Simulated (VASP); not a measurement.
# SiBr5 (F-43m) in VASP: a series of runs

SiBr5 is run at these levels: PBE; tasks: single point, relaxation of cell and atoms.

Program: VASP 6.6.1. These are calculated values, not measurements. Logs are shortened: lines on timing, memory, paths and dates and some standing lists are left out, and cuts for length are marked.

## Step 1: The cell of the first run

The structure is cubic, space group F-43m (No. 216). The conventional cell has a = 8.685 Å, b = 8.685 Å, c = 8.685 Å, α = 90.00°, β = 90.00°, γ = 90.00°. Si (site symmetry -43m) has 16 Br at 3.60 to 3.76 Å within 4.7 Å. Within 4.7 Å of Br (site symmetry -43m) lie 12 Br at 3.60 Å and 4 Si at 3.76 Å. Br (site symmetry 3m) has 9 Br at 3.07 to 3.60 Å and 3 Si at 3.60 Å within 4.0 Å.

The cell was generated, and may not be a known phase.

## Step 2: Single point, PBE

INCAR reads:

```
SYSTEM = SiBr5
ALGO = Fast
EDIFF = 1E-6
ENCUT = 520
GGA = PE
ISIF = 2
ISMEAR = 0
LASPH = .TRUE.
LCHARG = .TRUE.
LELF = .TRUE.
LREAL = .FALSE.
LVHAR = .TRUE.
LWAVE = .FALSE.
NBANDS = 28
NELM = 100
PREC = Accurate
SIGMA = 0.1
```

KPOINTS reads:

```
k-points
0
G
  8 8 8
  0 0 0
```

POSCAR reads:

```
SiBr5
1.0
    0.0000000000      4.3427200588      4.3427200588
    4.3427200588      0.0000000000      4.3427200588
    4.3427200588      4.3427200588      0.0000000000
Si Br
1 5
Direct
    0.0000000000      0.0000000000      0.0000000000
    0.7500000000      0.7500000000      0.7500000000
    0.3750080173      0.3750080173      0.8749759482
    0.3750080173      0.8749759482      0.3750080173
    0.8749759482      0.3750080173      0.3750080173
    0.3750080173      0.3750080173      0.3750080173
```

Potentials or basis: VASP PAW PBE potentials, release 64 (Si, Br).

Started as:

```console
$ cat potpaw_PBE.64/Si/POTCAR potpaw_PBE.64/Br/POTCAR > POTCAR
$ mpirun -np 1 vasp_std > vasp.out
```

OUTCAR:

```text
SYSTEM = SiBr5
   EDIFF = 1E-6
   ENCUT = 520
   GGA = PE
   ISIF = 2
   ISMEAR = 0
   LASPH = .TRUE.
   LREAL = .FALSE.
   NELM = 100
   PREC = Accurate

 ion  position               nearest neighbor table
   1  0.000  0.000  0.000-
   2  0.750  0.750  0.750-
   3  0.375  0.375  0.875-
   4  0.375  0.875  0.375-
   5  0.875  0.375  0.375-
   6  0.375  0.375  0.375-

  LATTYP: Found a face centered cubic cell.
 ALAT       =     8.6854401176

  Lattice vectors:

 A1 = (   0.0000000000,   4.3427200588,   4.3427200588)
 A2 = (   4.3427200588,   0.0000000000,   4.3427200588)
 A3 = (   4.3427200588,   4.3427200588,   0.0000000000)

Analysis of symmetry for initial positions (statically):
=====================================================================
 Subroutine PRICEL returns:
 Original cell was already a primitive cell.

 Routine SETGRP: Setting up the symmetry group for a
 face centered cubic supercell.

 Subroutine GETGRP returns: Found 24 space group operations
 (whereof 24 operations were pure point group operations)
 out of a pool of 48 trial point group operations.

The static configuration has the point symmetry T_d .

Analysis of symmetry for dynamics (positions and initial velocities):
=====================================================================
 Subroutine PRICEL returns:
 Original cell was already a primitive cell.

 Routine SETGRP: Setting up the symmetry group for a
 face centered cubic supercell.

 Subroutine GETGRP returns: Found 24 space group operations
 (whereof 24 operations were pure point group operations)
 out of a pool of 48 trial point group operations.

The dynamic configuration has the point symmetry T_d .

 Subroutine INISYM returns: Found 24 space group operations
 (whereof 24 operations are pure point group operations),
 and found     1 'primitive' translations

----------------------------------------------------------------------------------------

                                     Primitive cell

  volume of cell :     163.8006

  direct lattice vectors                    reciprocal lattice vectors
     0.000000000  4.342720059  4.342720059    -0.115135213  0.115135213  0.115135213
     4.342720059  0.000000000  4.342720059     0.115135213 -0.115135213  0.115135213
     4.342720059  4.342720059  0.000000000     0.115135213  0.115135213 -0.115135213

  length of vectors
     6.141533605  6.141533605  6.141533605     0.199420039  0.199420039  0.199420039

  position of ions in fractional coordinates (direct lattice)
     0.000000000  0.000000000  0.000000000
     0.750000000  0.750000000  0.750000000
     0.375008017  0.375008017  0.874975948
     0.375008017  0.874975948  0.375008017
     0.874975948  0.375008017  0.375008017
     0.375008017  0.375008017  0.375008017

  ion indices of the primitive-cell ions
   primitive index   ion index
                 1           1
                 2           2
                 3           3
                 4           4
                 5           5
                 6           6

----------------------------------------------------------------------------------------

 KPOINTS: k-points

Automatic generation of k-mesh.
 Grid dimensions read from file:
 generate k-points for:    8    8    8

 Generating k-lattice:

  Cartesian coordinates                     Fractional coordinates (reciprocal lattice)
    -0.014391902  0.014391902  0.014391902     0.125000000  0.000000000  0.000000000
     0.014391902 -0.014391902  0.014391902     0.000000000  0.125000000  0.000000000
     0.014391902  0.014391902 -0.014391902     0.000000000  0.000000000  0.125000000

  Length of vectors
     0.024927505  0.024927505  0.024927505

  Shift w.r.t. Gamma in fractional coordinates (k-lattice)
     0.000000000  0.000000000  0.000000000

 Subroutine IBZKPT returns following result:
 ===========================================

 Found     29 irreducible k-points:

 Following reciprocal coordinates:
            Coordinates               Weight
  0.000000  0.000000  0.000000      1.000000
  0.125000  0.000000  0.000000      8.000000
  0.250000  0.000000  0.000000      8.000000
  0.375000  0.000000  0.000000      8.000000
  0.500000  0.000000  0.000000      4.000000
  0.125000  0.125000  0.000000      6.000000
[... 16 lines left out ...]
  0.500000  0.250000  0.125000     48.000000
 -0.375000  0.250000  0.125000     24.000000
 [... further k-points ...]
   k-points           NKPTS =     29   k-points in BZ     NKDIM =     29   number of bands    NBANDS=     28
   number of dos      NEDOS =    301   number of ions     NIONS =      6
   total plane-waves  NPLWV = 110592
   dimension x,y,z NGX =    48 NGY =   48 NGZ =   48
   dimension x,y,z NGXF=    96 NGYF=   96 NGZF=   96
   ions per type =               1   5
   NGX,Y,Z   is equivalent  to a cutoff of  12.99, 12.99, 12.99 a.u.
   NGXF,Y,Z  is equivalent  to a cutoff of  25.99, 25.99, 25.99 a.u.
 SYSTEM =  SiBr5
   PREC   = accura    normal or accurate (medium, high low for compatibility)
   ISTART =      0    job   : 0-new  1-cont  2-samecut
   ICHARG =      2    charge: 1-file 2-atom 10-const
   ISPIN  =      1    spin polarized calculation?
   LNONCOLLINEAR =      F non collinear calculations
   LSORBIT =      F    spin-orbit coupling
   LASPH  =      T    aspherical Exc in radial PAW
   ENCUT  =  520.0 eV  38.22 Ry    6.18 a.u.  11.42 11.42 11.42*2*pi/ulx,y,z
   NELM   =    100;   NELMIN=  2; NELMDL= -5     # of ELM steps
   EDIFF  = 0.1E-05   stopping-criterion for ELM
   LREAL  =      F    real-space projection
[... 7 lines left out ...]
   TEBEG  =    0.0;   TEEND  =   0.0 temperature during run
   PSTRESS=    0.0 pullay stress
   NELECT =      39.0000    total number of electrons
   NUPDOWN=      -1.0000    fix difference up-down
   EMIN   =  10.00;   EMAX   =-10.00  energy-range for DOS
   EFERMI =   0.00;   METHOD = LEGACY
   ISMEAR =     0;   SIGMA  =   0.10  broadening in eV -4-tet -1-fermi 0-gaus
   EFERMI_NEDOS =   21; number of points for ismear=-14 and -15
   IALGO  =     68    algorithm
   IMIX   =      4    mixing-type and parameters
     AMIX     =   0.40;   BMIX     =  1.00
     AMIX_MAG =   1.60;   BMIX_MAG =  1.00
  volume/ion in A,a.u.               =      27.30       184.23
  Fermi-wavevector in a.u.,A,eV,Ry     =   1.014669  1.917447 14.007931  1.029554
  Thomas-Fermi vector in A             =   2.147910
   LORBIT       =      0    0 simple, 1 ext, 2 COOP (PROOUT), +10 PAW based schemes
   GGA     = PE    functional components
   LHFCALC =     F    Hartree Fock is set to
   AEXX    =    0.0000 exact exchange contribution
   IVDW    =     0    specifies the selected vdW correction
   LEPSILON=     F    determine dielectric tensor
   LRPA    =     F    only Hartree local field effects (RPA)
 non-spin polarized calculation
 RMM-DIIS sequential band-by-band and
 Gauss-broadening in eV      SIGMA  =   0.10
  energy-cutoff  :      520.00
  volume of cell :      163.80
 maximum number of plane-waves:      4477
 NGX is ok and might be reduce to    48
   NGX = 23   NGY = 23   NGZ = 23

 number of electron      38.9999999 magnetization

 Free energy of the ion-electron system (eV)
  ---------------------------------------------------
  ext. energy  EPLUGINS =         0.00000000
  ---------------------------------------------------
  free energy    TOTEN  =        -9.19214678 eV

  energy without entropy =       -9.16495226  energy(sigma->0) =       -9.17854952

 E-fermi :   2.1368     XC(G=0):  -9.0328

 val. band max:        2.1281453364   @ k =  -0.1250   0.1250   0.0000
 cond. band min:       2.1750661786   @ k =  -0.2500   0.1250   0.0000
 fundamental gap:      0.0469208423
 Fermi energy:         2.1367813976

 k-point     1 :       0.0000    0.0000    0.0000
  band No.  band energies     occupation
      1     -13.6900      2.00000
      2     -11.8470      2.00000
      3     -11.8470      2.00000
      4     -11.8470      2.00000
      5     -10.9508      2.00000
      6      -4.8601      2.00000
[... 20 lines left out ...]
     27       9.6579      0.00000
     28       9.6579      0.00000

 k-point     2 :       0.1250    0.0000    0.0000
  band No.  band energies     occupation
      1     -13.6474      2.00000
      2     -11.9210      2.00000
      3     -11.8493      2.00000
      4     -11.8493      2.00000
      5     -10.9564      2.00000
      6      -4.8841      2.00000
[... 20 lines left out ...]
     27       9.8227      0.00000
     28       9.9012      0.00000

 k-point     3 :       0.2500    0.0000    0.0000
  band No.  band energies     occupation
      1     -13.5285      2.00000
      2     -12.1150      2.00000
      3     -11.8549      2.00000
      4     -11.8549      2.00000
      5     -10.9676      2.00000
      6      -4.9533      2.00000
[... 20 lines left out ...]
     27      10.0792      0.00000
     28      10.0892      0.00000

 k-point     4 :       0.3750    0.0000    0.0000
  band No.  band energies     occupation
      1     -13.3703      2.00000
      2     -12.3466      2.00000
      3     -11.8605      2.00000
      4     -11.8605      2.00000
      5     -10.9766      2.00000
      6      -5.0305      2.00000
[... 20 lines left out ...]
     27       9.8871      0.00000
     28      10.2466      0.00000

 k-point     5 :       0.5000    0.0000    0.0000
  band No.  band energies     occupation
      1     -13.2809      2.00000
      2     -12.4659      2.00000
      3     -11.8628      2.00000
      4     -11.8628      2.00000
      5     -10.9798      2.00000
      6      -5.0635      2.00000
[... 20 lines left out ...]
     27       9.7463      0.00000
     28      10.8309      0.00000

 k-point     6 :       0.1250    0.1250    0.0000
  band No.  band energies     occupation
      1     -13.6328      2.00000
      2     -11.9406      2.00000
      3     -11.8524      2.00000
      4     -11.8524      2.00000
      5     -10.9592      2.00000
      6      -4.8959      2.00000
[... 463 lines left out ...]
      5     -11.0205      2.00000
      6      -5.2074      2.00000
[... 20 lines left out ...]
     27       9.9422      0.00000
     28       9.9422      0.00000

 k-point    22 :       0.3750    0.2500    0.1250
  band No.  band energies     occupation
      1     -13.4215      2.00000
      2     -12.2532      2.00000
      3     -11.8767      2.00000
      4     -11.8620      2.00000
      5     -10.9801      2.00000
      6      -5.0257      2.00000
[... 20 lines left out ...]
     27      10.2176      0.00000
     28      10.5563      0.00000

 k-point    23 :       0.5000    0.2500    0.1250
  band No.  band energies     occupation
      1     -13.2626      2.00000
      2     -12.4584      2.00000
      3     -11.8932      2.00000
      4     -11.8681      2.00000
      5     -10.9858      2.00000
      6      -5.0930      2.00000
[... 20 lines left out ...]
     27      10.0702      0.00000
     28      10.3289      0.00000

 k-point    24 :      -0.3750    0.2500    0.1250
  band No.  band energies     occupation
      1     -13.1666      2.00000
      2     -12.5738      2.00000
      3     -11.8997      2.00000
      4     -11.8711      2.00000
      5     -10.9873      2.00000
      6      -5.1205      2.00000
[... 20 lines left out ...]
     27      10.0128      0.00000
     28      10.1339      0.00000

 [... further k-points ...]
[... 5 lines left out ...]
  --------------------------------------------------------------------------------------
  -------------------------------------------------------------------------------------
  Total       -0.0021664     -0.0021664     -0.0021664      0.0000000      0.0000000      0.0000000
  in kB       -0.0211897     -0.0211897     -0.0211897      0.0000000      0.0000000      0.0000000
  external PRESSURE =      -0.0211897 kB  Pullay stress =       0.0000000 kB

 VOLUME and BASIS-vectors are now :
 -----------------------------------------------------------------------------
  energy-cutoff  :      520.00
  volume of cell :      163.80
      direct lattice vectors                 reciprocal lattice vectors
     0.000000000  4.342720059  4.342720059    -0.115135213  0.115135213  0.115135213
     4.342720059  0.000000000  4.342720059     0.115135213 -0.115135213  0.115135213
     4.342720059  4.342720059  0.000000000     0.115135213  0.115135213 -0.115135213

 POSITION                                       TOTAL-FORCE (eV/Angst)
 -----------------------------------------------------------------------------------
      0.00000      0.00000      0.00000        -0.000000     -0.000000     -0.000000
      6.51408      6.51408      6.51408        -0.000000     -0.000000     -0.000000
      5.42833      5.42833      3.25711         0.001192      0.001192     -0.001192
      5.42833      3.25711      5.42833         0.001192     -0.001192      0.001192
      3.25711      5.42833      5.42833        -0.001192      0.001192      0.001192
      3.25711      3.25711      3.25711        -0.001192     -0.001192     -0.001192
 -----------------------------------------------------------------------------------
    total drift:                               -0.000001     -0.000001     -0.000001

  FREE ENERGIE OF THE ION-ELECTRON SYSTEM (eV)
  ---------------------------------------------------
  free  energy   TOTEN  =        -9.1921467812 eV

  energy  without entropy=       -9.1649522587  energy(sigma->0) =       -9.17854952
```

Run time: 4.3 min. Hardware: 1 thread of Oxide Virtual Turin-like, shared host; peak memory 0.33 GiB.

Results:

- Free energy: -9.1921 eV
- Pressure: 0.0 GPa
- Band gap on the k mesh: zero (an odd number of electrons rules out a gap without spin polarisation)

Levels at points of the mesh, in eV from the Fermi level:
```tsv
k point	band 15	band 16	band 17	band 18	band 19	band 20	band 21	band 22	band 23	band 24
(0.00, 0.00, 0.00)	-1.48	-0.13	-0.13	-0.13	0.15	0.15	0.15	1.55	1.55	1.55
(0.50, 0.00, 0.00)	-2.13	-1.31	-0.58	-0.58	-0.11	0.45	0.45	0.67	1.22	1.22
(0.50, 0.50, 0.00)	-1.94	-1.89	-0.79	-0.55	-0.55	0.31	0.31	0.62	0.96	0.96
```

Caveat: an odd number of electrons without spin polarisation forces a metal; a magnetic or distorted state may lie lower.

## Step 3: Relaxation of cell and atoms, PBE

INCAR reads:

```
SYSTEM = SiBr5
  PREC = Accurate
  ENCUT = 600
  EDIFF = 1E-6
  ISMEAR = 0
  SIGMA = 0.1
  LREAL = .False.
  LASPH = .True.
  NELM = 60
  ALGO = Fast
  ISIF = 3
  LWAVE = .False.
  LCHARG = .False.
  GGA = PE
  IBRION = 2
  NSW = 100
  EDIFFG = -0.01
```

KPOINTS reads:

```
regular mesh
0
Gamma
  8 8 8
  0 0 0
```

POSCAR is that of step 2.

Potentials or basis: VASP PAW PBE potentials, release 64 (Si, Br).

Started as:

```console
$ cat potpaw_PBE.64/Si/POTCAR potpaw_PBE.64/Br/POTCAR > POTCAR
$ mpirun -np 1 vasp_std > vasp.out
```

Run time: 3.7 min. Hardware: 1 thread of Oxide Virtual Turin-like, shared host; peak memory 0.36 GiB.

Results (log left out):

- Free energy: -9.1921 eV
- Pressure after relaxing: 0.0 GPa
- Band gap on the k mesh: zero (an odd number of electrons rules out a gap without spin polarisation)

Final structure:
```
Si Br
1.0
     0.00000    4.34272    4.34272
     4.34272    0.00000    4.34272
     4.34272    4.34272    0.00000
Si Br
1 5
Direct
  0.00000 0.00000 0.00000
  0.75000 0.75000 0.75000
  0.37501 0.37501 0.87498
  0.37501 0.87498 0.37501
  0.87498 0.37501 0.37501
  0.37501 0.37501 0.37501
```

Levels at points of the mesh, in eV from the Fermi level:
```csv
k point,band 17,band 18,band 19,band 20,band 21,band 22
"(0.00, 0.00, 0.00)",-0.13,-0.13,0.15,0.15,0.15,1.55
"(0.50, 0.00, 0.00)",-0.58,-0.58,-0.11,0.45,0.46,0.67
"(0.50, 0.50, 0.00)",-0.79,-0.55,-0.55,0.31,0.31,0.62
```

Caveat: the relaxation stopped at its first step, so nothing moved; an odd number of electrons without spin polarisation forces a metal; a magnetic or distorted state may lie lower.

## Step 4: Relaxation of cell and atoms, PBE

This run uses another cell than the first one, of 31.22 Å³/atom.

INCAR reads:

```
ALGO = Fast
EDIFF = 1E-7
EDIFFG = -0.01
ENCUT = 600
GGA = PE
IBRION = 2
ISIF = 3
ISMEAR = 0
LASPH = T
LCHARG = F
LREAL = F
LWAVE = F
NELM = 60
NSW = 100
PREC = Accurate
SIGMA = 0.1
```

KPOINTS reads:

```
k-points
0
Gamma
  8 8 8
```

POSCAR reads:

```
SiBr5
1.0
    0.0000000000      4.5415597800      4.5415597800
    4.5415597800      0.0000000000      4.5415597800
    4.5415597800      4.5415597800      0.0000000000
Si Br
1 5
Direct
    0.0000000000      0.0000000000      0.0000000000
    0.7500000000      0.7500000000      0.7500000000
    0.3750000000      0.3750000000      0.8750000000
    0.3750000000      0.8750000000      0.3750000000
    0.8750000000      0.3750000000      0.3750000000
    0.3750000000      0.3750000000      0.3750000000
```

Started as:

```console
$ cat potpaw_PBE.64/Si/POTCAR potpaw_PBE.64/Br/POTCAR > POTCAR
$ mpirun -np 1 vasp_std > vasp.out
```

Run time: 20 min. Hardware: 1 thread of Oxide Virtual Turin-like, shared host; peak memory 0.46 GiB.

The run converged. Its results:

```
Free energy                           : -9.1931 eV
Relaxed volume                        : 27.28 Å³/atom
Relaxed cell                          : a = 6.140 Å, b = 6.140 Å, c = 6.140 Å, α = 60.00°, β = 60.00°, γ = 60.00°
Space group after relaxing (to 0.1 Å) : F-43m (No. 216)
Energy gained by relaxing             : 39.4 meV/atom
Ionic steps                           : 4
Pressure after relaxing               : 0.0 GPa
Band gap on the k mesh                : zero (an odd number of electrons rules out a gap without spin polarisation)
```

Step by step:
```csv
step,energy change (eV),largest force (eV/Å),pressure (GPa),volume (Å³)
1,0.0000,0.0110,-2.79,187.35
2,-0.1938,0.0010,-1.40,172.98
3,-0.2359,0.0089,-0.14,164.59
4,-0.2363,0.0097,0.01,163.70
```

Final structure:
```
Si Br
1.0
     0.00000    4.34183    4.34183
     4.34183    0.00000    4.34183
     4.34183    4.34183    0.00000
Si Br
1 5
Direct
  0.00000 0.00000 0.00000
  0.75000 0.75000 0.75000
  0.37494 0.37494 0.87517
  0.37494 0.87517 0.37494
  0.87517 0.37494 0.37494
  0.37494 0.37494 0.37494
```

Levels at points of the mesh, in eV from the Fermi level:
| k point | band 16 | band 17 | band 18 | band 19 | band 20 | band 21 | band 22 | band 23 |
| --- | --- | --- | --- | --- | --- | --- | --- | --- |
| (0.00, 0.00, 0.00) | -0.13 | -0.13 | -0.13 | 0.15 | 0.15 | 0.15 | 1.56 | 1.56 |
| (0.50, 0.00, 0.00) | -1.31 | -0.59 | -0.59 | -0.11 | 0.45 | 0.45 | 0.67 | 1.22 |
| (0.50, 0.50, 0.00) | -1.89 | -0.79 | -0.55 | -0.55 | 0.31 | 0.31 | 0.62 | 0.97 |

Caveat: an odd number of electrons without spin polarisation forces a metal; a magnetic or distorted state may lie lower.

## Step 5: Summary

| task | cell | cutoff (eV) | gap on the mesh (eV) | pressure (GPa) |
| --- | --- | --- | --- | --- |
| single point | a = 6.142 Å, angles 60.0°, 6 atoms | 520 | none | 0.0 |
| relaxation of cell and atoms | relaxed from a = 6.142 Å, angles 60.0°, 6 atoms | 600 | none | 0.0 |
| relaxation of cell and atoms | relaxed from a = 6.423 Å, angles 60.0°, 6 atoms | 600 | none | 0.0 |

Alike in all rows: level PBE; potentials or basis VASP PAW PBE potentials, release 64 (Si, Br); no spin polarisation; k mesh 8 × 8 × 8; smearing gaussian 0.1 eV.

Caveats: an odd number of electrons without spin polarisation forces a metal; a magnetic or distorted state may lie lower; the relaxation stopped at its first step, so nothing moved (at least some runs).

Absolute energies hang on the potentials; compare differences alone.

The gap in the log of VASP goes by the Fermi energy; the results here count the filled bands.